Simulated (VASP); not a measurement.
# TaN (I4/mmm) in VASP: notebook, part 2 of 2

VASP 6.6.1. The steps go on from the part before.

## Step 3: Single point, PBE

Contents of INCAR:

```
PREC = Accurate
ENCUT = 600
EDIFF = 1E-6
ISMEAR = 0
SIGMA = 0.15
LREAL = False
LASPH = True
NELM = 120
ALGO = Normal
ISIF = 2
LWAVE = False
LCHARG = False
GGA = PE
NBANDS = 15
GGA_COMPAT = False
```

Contents of KPOINTS:

```
regular mesh
0
Gamma
  20 20 20
```

Contents of POSCAR:

```
TaN
1.0
    0.0000000000      2.1438486919      2.2510411265
    2.1438486919      0.0000000000      2.2510411265
    2.1438486919      2.1438486919      0.0000000000
Ta N
1 1
Direct
    0.5000000000      0.5000000000      0.5000000000
    0.0000000000      0.0000000000      0.0000000000
```

Potentials or basis: VASP PAW PBE potentials, release 64 (Ta_pv, N).

Run with:

```sh
$ cat potpaw_PBE.64/Ta_pv/POTCAR potpaw_PBE.64/N/POTCAR > POTCAR
$ mpirun -np 1 vasp_std > vasp.out
```

OUTCAR:

```text
PREC = Accurate
   ENCUT = 600
   EDIFF = 1E-6
   ISMEAR = 0
   LREAL = False
   LASPH = True
   NELM = 120
   ISIF = 2
   GGA = PE

 ion  position               nearest neighbor table
   1  0.500  0.500  0.500-   2 2.14   2 2.14   2 2.14   2 2.14   2 2.25   2 2.25
   2  0.000  0.000  0.000-   1 2.14   1 2.14   1 2.14   1 2.14   1 2.25   1 2.25

  LATTYP: Found a body centered tetragonal cell.
 ALAT       =     3.0318598958
 C/A-ratio  =     1.4849242405

  Lattice vectors:

 A1 = (  -2.1438486919,   0.0000000000,   2.2510411265)
 A2 = (   2.1438486919,   0.0000000000,   2.2510411265)
 A3 = (   0.0000000000,   2.1438486919,  -2.2510411265)

Analysis of symmetry for initial positions (statically):
=====================================================================
 Subroutine PRICEL returns:
 Original cell was already a primitive cell.

 Routine SETGRP: Setting up the symmetry group for a
 body centered tetragonal supercell.

 Subroutine GETGRP returns: Found 16 space group operations
 (whereof 16 operations were pure point group operations)
 out of a pool of 16 trial point group operations.

The static configuration has the point symmetry D_4h.

Analysis of symmetry for dynamics (positions and initial velocities):
=====================================================================
 Subroutine PRICEL returns:
 Original cell was already a primitive cell.

 Routine SETGRP: Setting up the symmetry group for a
 body centered tetragonal supercell.

 Subroutine GETGRP returns: Found 16 space group operations
 (whereof 16 operations were pure point group operations)
 out of a pool of 16 trial point group operations.

The dynamic configuration has the point symmetry D_4h.

 Subroutine INISYM returns: Found 16 space group operations
 (whereof 16 operations are pure point group operations),
 and found     1 'primitive' translations

----------------------------------------------------------------------------------------

                                     Primitive cell

  volume of cell :      20.6920

  direct lattice vectors                    reciprocal lattice vectors
     0.000000000  2.143848692  2.251041127    -0.233225415  0.233225415  0.222119442
     2.143848692  0.000000000  2.251041127     0.233225415 -0.233225415  0.222119442
     2.143848692  2.143848692  0.000000000     0.233225415  0.233225415 -0.222119442

  length of vectors
     3.108580603  3.108580603  3.031859896     0.397649638  0.397649638  0.397649638

  position of ions in fractional coordinates (direct lattice)
     0.500000000  0.500000000  0.500000000
     0.000000000  0.000000000  0.000000000

  ion indices of the primitive-cell ions
   primitive index   ion index
                 1           1
                 2           2

----------------------------------------------------------------------------------------

 KPOINTS: regular mesh

Automatic generation of k-mesh.
 Grid dimensions read from file:
 generate k-points for:   20   20   20

 Generating k-lattice:

  Cartesian coordinates                     Fractional coordinates (reciprocal lattice)
    -0.011661271  0.011661271  0.011105972     0.050000000  0.000000000  0.000000000
[... 42 lines left out ...]
   number of dos      NEDOS =    301   number of ions     NIONS =      2
   total plane-waves  NPLWV =  18816
   dimension x,y,z NGX =    28 NGY =   28 NGZ =   24
   dimension x,y,z NGXF=    56 NGYF=   56 NGZF=   48
   ions per type =               1   1
   NGX,Y,Z   is equivalent  to a cutoff of  14.97, 14.97, 13.16 a.u.
   NGXF,Y,Z  is equivalent  to a cutoff of  29.95, 29.95, 26.32 a.u.
 SYSTEM =  unknown system
   PREC   = accura    normal or accurate (medium, high low for compatibility)
   ISTART =      0    job   : 0-new  1-cont  2-samecut
   ICHARG =      2    charge: 1-file 2-atom 10-const
   ISPIN  =      1    spin polarized calculation?
   LNONCOLLINEAR =      F non collinear calculations
   LSORBIT =      F    spin-orbit coupling
   LASPH  =      T    aspherical Exc in radial PAW
   ENCUT  =  600.0 eV  44.10 Ry    6.64 a.u.   6.21  6.21  6.06*2*pi/ulx,y,z
   NELM   =    120;   NELMIN=  2; NELMDL= -5     # of ELM steps
   EDIFF  = 0.1E-05   stopping-criterion for ELM
   LREAL  =      F    real-space projection
   EDIFFG = 0.1E-04   stopping-criterion for IOM
   NSW    =      0    number of steps for IOM
   IBRION =     -1    ionic relax: 0-MD 1-quasi-New 2-CG
   NFREE  =      0    steps in history (QN), initial steepest desc. (CG)
   ISIF   =      2    stress and relaxation
   ISYM   =      2    0-nonsym 1-usesym 2-fastsym
   POTIM  = 0.5000    time-step for ionic-motion
   TEBEG  =    0.0;   TEEND  =   0.0 temperature during run
   PSTRESS=    0.0 pullay stress
   NELECT =      16.0000    total number of electrons
   NUPDOWN=      -1.0000    fix difference up-down
   EMIN   =  10.00;   EMAX   =-10.00  energy-range for DOS
   EFERMI =   0.00;   METHOD = LEGACY
   ISMEAR =     0;   SIGMA  =   0.15  broadening in eV -4-tet -1-fermi 0-gaus
   EFERMI_NEDOS =   21; number of points for ismear=-14 and -15
   IALGO  =     38    algorithm
   IMIX   =      4    mixing-type and parameters
     AMIX     =   0.40;   BMIX     =  1.00
     AMIX_MAG =   1.60;   BMIX_MAG =  1.00
  volume/ion in A,a.u.               =      10.35        69.82
  Fermi-wavevector in a.u.,A,eV,Ry     =   1.502615  2.839530 30.719922  2.257851
  Thomas-Fermi vector in A             =   2.613832
   LORBIT       =      0    0 simple, 1 ext, 2 COOP (PROOUT), +10 PAW based schemes
   GGA     = PE    functional components
   LHFCALC =     F    Hartree Fock is set to
   AEXX    =    0.0000 exact exchange contribution
   IVDW    =     0    specifies the selected vdW correction
   LEPSILON=     F    determine dielectric tensor
   LRPA    =     F    only Hartree local field effects (RPA)
 non-spin polarized calculation
 Gauss-broadening in eV      SIGMA  =   0.15
  energy-cutoff  :      600.00
  volume of cell :       20.69
 maximum number of plane-waves:       706
 NGX is ok and might be reduce to    28
   NGX = 13   NGY = 13   NGZ = 13

 number of electron      16.0000001 magnetization

 Free energy of the ion-electron system (eV)
  ---------------------------------------------------
  ext. energy  EPLUGINS =         0.00000000
  ---------------------------------------------------
  free energy    TOTEN  =       -21.72672927 eV

  energy without entropy =      -21.71817627  energy(sigma->0) =      -21.72245277

 E-fermi :   9.8494     XC(G=0): -13.5852

 val. band max:        9.8463308692   @ k =  -0.3000   0.3500   0.1000
 cond. band min:       9.8531043251   @ k =   0.2500   0.1000   0.0500
 fundamental gap:      0.0067734560
 Fermi energy:         9.8494010571

 k-point     1 :       0.0000    0.0000    0.0000
  band No.  band energies     occupation
      1     -25.8723      2.00000
      2     -25.8423      2.00000
      3     -25.8423      2.00000
      4      -9.2458      2.00000
      5       5.8060      2.00000
      6       6.0221      2.00000
      7       6.0221      2.00000
      8       7.2799      2.00000
      9       7.9008      2.00000
     10       7.9008      2.00000
     11       9.2276      2.00000
     12      10.2828      0.00004
     13      12.0235      0.00000
     14      19.3024      0.00000
[... 401 lines left out ...]
      2     -25.9904      2.00000
      3     -25.8800      2.00000
      4      -6.6733      2.00000
      5       0.1767      2.00000
      6       2.3558      2.00000
      7       2.4862      2.00000
      8      10.2245      0.00041
      9      10.6527      0.00000
     10      11.5896      0.00000
     11      14.0879      0.00000
     12      16.1237      0.00000
     13      17.3563      0.00000
     14      22.0503      0.00000
     15      22.3748      0.00000

 [... further k-points ...]

------------------------ aborting loop because EDIFF is reached ----------------------------------------

  FORCE on cell =-STRESS in cart. coord.  units (eV):
  Direction    XX          YY          ZZ          XY          YZ          ZX
  --------------------------------------------------------------------------------------
  -------------------------------------------------------------------------------------
  Total        3.5179960      3.5179960     -0.2109285      0.0000000      0.0000000      0.0000000
  in kB      272.3982034    272.3982034    -16.3321775      0.0000000      0.0000000      0.0000000
  external PRESSURE =     176.1547431 kB  Pullay stress =       0.0000000 kB

 VOLUME and BASIS-vectors are now :
 -----------------------------------------------------------------------------
  energy-cutoff  :      600.00
  volume of cell :       20.69
      direct lattice vectors                 reciprocal lattice vectors
     0.000000000  2.143848692  2.251041127    -0.233225415  0.233225415  0.222119442
     2.143848692  0.000000000  2.251041127     0.233225415 -0.233225415  0.222119442
     2.143848692  2.143848692  0.000000000     0.233225415  0.233225415 -0.222119442

 POSITION                                       TOTAL-FORCE (eV/Angst)
 -----------------------------------------------------------------------------------
      2.14385      2.14385      2.25104         0.000000     -0.000000      0.000000
      0.00000      0.00000      0.00000        -0.000000      0.000000     -0.000000
 -----------------------------------------------------------------------------------
    total drift:                                0.000000      0.000000      0.000000

  FREE ENERGIE OF THE ION-ELECTRON SYSTEM (eV)
  ---------------------------------------------------
  free  energy   TOTEN  =       -21.7267292747 eV

  energy  without entropy=      -21.7181762673  energy(sigma->0) =      -21.72245277
```

OSZICAR:

```text
N       E                     dE             d eps       ncg     rms          rms(c)
DAV:   1     0.988102104255E+02    0.98810E+02   -0.96339E+03 19230   0.127E+03
DAV:   2    -0.216650927702E+02   -0.12048E+03   -0.11339E+03 23710   0.332E+02
DAV:   3    -0.247516752871E+02   -0.30866E+01   -0.30614E+01 21813   0.501E+01
DAV:   4    -0.247642829402E+02   -0.12608E-01   -0.12597E-01 24842   0.334E+00
DAV:   5    -0.247643650406E+02   -0.82100E-04   -0.82097E-04 22033   0.243E-01    0.257E+01
DAV:   6    -0.217992417500E+02    0.29651E+01   -0.55125E+00 24482   0.274E+01    0.106E+01
DAV:   7    -0.217597835112E+02    0.39458E-01   -0.62021E-01 21897   0.637E+00    0.742E+00
DAV:   8    -0.217354588224E+02    0.24325E-01   -0.14287E-01 23213   0.326E+00    0.195E+00
DAV:   9    -0.217267971356E+02    0.86617E-02   -0.22789E-02 21918   0.130E+00    0.330E-01
DAV:  10    -0.217267803246E+02    0.16811E-04   -0.16653E-03 22849   0.432E-01    0.614E-02
DAV:  11    -0.217267314078E+02    0.48917E-04   -0.10616E-04 21990   0.127E-01    0.319E-02
DAV:  12    -0.217267296011E+02    0.18068E-05   -0.10619E-05 22947   0.324E-02    0.355E-03
DAV:  13    -0.217267292747E+02    0.32636E-06   -0.55305E-07 13046   0.608E-03
   1 F= -.21726729E+02 E0= -.21722453E+02  d E =-.855301E-02
```

stdout:

```text
POSCAR found type information on POSCAR TaN
 POSCAR found :  2 types and       2 ions
 scaLAPACK will be used
 LDA part: xc-table for (Slater+PW92), standard interpolation
 POSCAR, INCAR and KPOINTS ok, starting setup
 FFT: planning ... GRIDC
 FFT: planning ... GRID_SOFT
 FFT: planning ... GRID
 WAVECAR not read
 entering main loop
```

Wall time 1.8 min (1 thread of Intel Xeon 6975P-C (Granite Rapids), shared host); peak memory 0.36 GiB.

Results:

```yaml
Free_energy: -21.7267 eV
Pressure: 17.6 GPa
Band_gap_on_the_k_mesh: zero (bands 8 and 9 overlap by 3.95 eV)
```

Levels at points of the mesh, in eV from the Fermi level:
| k point | band 4 | band 5 | band 6 | band 7 | band 8 | band 9 | band 10 | band 11 | band 12 | band 13 |
| --- | --- | --- | --- | --- | --- | --- | --- | --- | --- | --- |
| (0.00, 0.00, 0.00) | -19.10 | -4.04 | -3.83 | -3.83 | -2.57 | -1.95 | -1.95 | -0.62 | 0.43 | 2.17 |
| (0.50, 0.00, 0.00) | -15.88 | -10.60 | -7.82 | -7.79 | 1.85 | 2.04 | 2.30 | 3.89 | 7.07 | 8.48 |
| (0.50, 0.50, 0.00) | -17.88 | -7.02 | -5.59 | -4.54 | -4.54 | 2.21 | 3.69 | 3.69 | 4.72 | 7.05 |
| (0.50, 0.00, 0.50) | -17.83 | -6.51 | -5.66 | -4.87 | -4.67 | 2.08 | 3.34 | 4.07 | 5.06 | 7.33 |

Caveat: the stress differs along the axes, from -2 to 27 GPa; spin-orbit coupling is left out, which moves the levels of the heavy elements.
